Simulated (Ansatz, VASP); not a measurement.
One calculation of Fe, two programs

The input INCAR:

```
PREC     = Accurate       # precision mode
ENCUT    = 520            # plane-wave cutoff, eV
EDIFF    = 1E-6           # SCF threshold, eV
ISMEAR   = -1             # smearing method
SIGMA    = 0.15           # smearing width, eV
LREAL    = F              # projectors in reciprocal space
LASPH    = T              # aspherical terms in the spheres
NELM     = 150            # most SCF steps
ALGO     = Normal         # electronic algorithm
ISIF     = 2              # what is computed and relaxed
LWAVE    = F              # write WAVECAR
LCHARG   = F              # write CHGCAR
ISPIN    = 2              # spin polarisation
MAGMOM   = 2.4            # initial moments
LORBIT   = 11             # projections on sites
LMAXMIX  = 4              # l up to which the mixer works
GGA      = PE             # functional
IVDW     = 13             # dispersion correction
NBANDS   = 14             # bands
```

The input KPOINTS:

```
Automatic mesh
0
Gamma
  11 11 11
```

The input POSCAR:

```
Fe
1.0
    0.0257250000      1.7150000000      1.7150000000
    1.7150000000      0.0257250000      1.7150000000
    1.7407250000      1.7407250000      0.0000000000
Fe
1
Direct
    0.0000000000      0.0000000000      0.0000000000
```

Input for Ansatz:

```yaml
crystal:
  lattice:
    - [0.025725, 1.715, 1.715]
    - [1.715, 0.025725, 1.715]
    - [1.740725, 1.740725, 0.0]
  atoms:
    - { symbol: Fe, position: [0.0, 0.0, 0.0], spin: 2.4 }
basis:
  ecutwfc: 520.0
kpoints:
  mp_grid:
    grid: [11, 11, 11]
hamiltonian:
  xc: pbe
  dispersion: d4
magnetization:
  spin_polarized: true
scf:
  occupations:
    method: fermi_dirac
    width: 0.15
output:
  stress: true
```

Alike in both runs: task single point; functional PBE; dispersion D4; k mesh 11 × 11 × 11; occupations fermi-dirac, width 0.15 eV; collinear spin.

|  | VASP | Ansatz |
| --- | --- | --- |
| version | VASP 6.6.1 | Ansatz 0.2.0 |
| potentials or method | VASP PAW PBE potentials, release 64 (Fe), cutoff 520 eV | plane waves, PAW |
| valence electrons in the cell | 8 | 16 |

```csv
,VASP,Ansatz,Ansatz less VASP
pressure (GPa),3.1,3.2,+0.11
"traceless stress, the component that is largest in VASP (GPa)",-6.68,-7.05,-0.366
net moment per atom (μB),0.61,0.55,-0.061
size of the moment on the site where the two differ most (μB),0.60,0.55,-0.049
```

Site moments also hang on the region over which each program counts them. VASP's potentials hold 8 valence electrons a cell and Ansatz's 16, so a difference there can come from the potentials and not from the codes.
